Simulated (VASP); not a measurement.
Here is a VASP 6.6.1 calculation.

The input INCAR:

```
PREC = Accurate
ENCUT = 600
EDIFF = 1E-6
ISMEAR = -1
SIGMA = 0.05
LREAL = False
LASPH = True
NELM = 100
ALGO = Normal
ISIF = 3
LWAVE = False
LCHARG = False
GGA = PS
IBRION = 2
NSW = 60
EDIFFG = -0.01
```

File KPOINTS:

```
Automatic mesh
0
Gamma
  11 11 11
```

Contents of POSCAR:

```
Li
1.0
   -1.7546500000      1.7546500000      1.7546500000
    1.7546500000     -1.7546500000      1.7546500000
    1.7546500000      1.7546500000     -1.7546500000
Li
1
Direct
    0.0000000000      0.0000000000      0.0000000000
```

Potentials or basis: VASP PAW PBE potentials, release 64 (Li_sv).

Run with:

```sh
$ cat potpaw_PBE.64/Li_sv/POTCAR > POTCAR
$ mpirun -np 1 vasp_std > vasp.out
```

(1) Estimate the relaxed volume.

(2) Predict the space group after relaxing (to 0.05 Å).

(3) What does it give for the relaxed cell?

Results:

(1) 19.96 Å³/atom.

(2) Im-3m (No. 229).

(3) a = 2.960 Å, b = 2.960 Å, c = 2.960 Å, α = 109.47°, β = 109.47°, γ = 109.47°.

Caveat: the cutoff is under 1.25 times the usual one of these potentials, so pressure, stress and relaxed cells hold a basis-set (Pulay) error; the PAW data sets were made with another functional, which shifts forces and pressure a little.

The cell as given is a measured one (21.61 Å³/atom); PBEsol puts the equilibrium volume -7.6 % from it, thermal expansion not counted.
